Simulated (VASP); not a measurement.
Sn:

```
Sn
1.0
     0.00000    3.32890    3.32890
     3.32890    0.00000    3.32890
     3.32890    3.32890    0.00000
Sn
2
Direct
  0.50000 0.50000 0.50000
  0.75000 0.75000 0.75000
```

This isn't the form of Sn at room conditions, which is tetragonal (white tin).

Base run:

| Item | Value |
| --- | --- |
| Program | VASP 6.6.1 |
| Functional | PBE |
| Potentials or basis | VASP PAW PBE potentials, release 64 (Sn_d) |
| Cutoff | 520 eV |
| k mesh | 5 × 5 × 5 |
| Occupations | fermi-dirac, width 0.1 eV |
| Spin | no spin polarisation |

Its results: band gap on the k mesh zero (bands 14 and 15 overlap by 0.17 eV); pressure 0.1 GPa.

Task: The run is repeated on the same cell with these changes: k mesh from 5 × 5 × 5 to 2 × 2 × 2. What comes out?

Result: Band gap on the k mesh zero (bands 14 and 15 overlap by 0.24 eV); pressure 7.3 GPa.

Caveats: some runs use coarse meshes; spin-orbit coupling is left out, which moves the levels of the heavy elements.
